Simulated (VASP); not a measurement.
A run of VASP 6.6.1:

INCAR

```
PREC = Accurate ; ENCUT = 520
EDIFF = 1E-6 ; ISMEAR = -1
SIGMA = 0.1 ; LREAL = F
LASPH = T ; NELM = 80
ALGO = Normal ; ISIF = 2
LWAVE = F ; LCHARG = F
GGA = RE ; NBANDS = 12
```

Contents of KPOINTS:

```
Automatic mesh
0
Gamma
  12 12 11
```

The input POSCAR:

```
P
1.0
    3.2102748959      0.0000000000      0.0000000000
   -1.6051374480      2.7801796130      0.0000000000
    0.0000000000      0.0000000000      3.1504444118
P
2
Direct
    0.3333333333      0.6666666667      0.2500000000
    0.6666666667      0.3333333333      0.7500000000
```

Potentials or basis: VASP PAW PBE potentials, release 64 (P).

Command:

```bash
$ cat potpaw_PBE.64/P/POTCAR > POTCAR
$ mpirun -np 1 vasp_std > vasp.out
```

Hardware: 1 thread of AMD EPYC 7R13 Processor (Zen 3), with other jobs on the host.

Estimate the wall time of this run.

Wall time 16 s on 1 thread of AMD EPYC 7R13 Processor (Zen 3), with other jobs on the host, peak memory 0.12 GiB. Counts: scf iterations 10, k points 114.
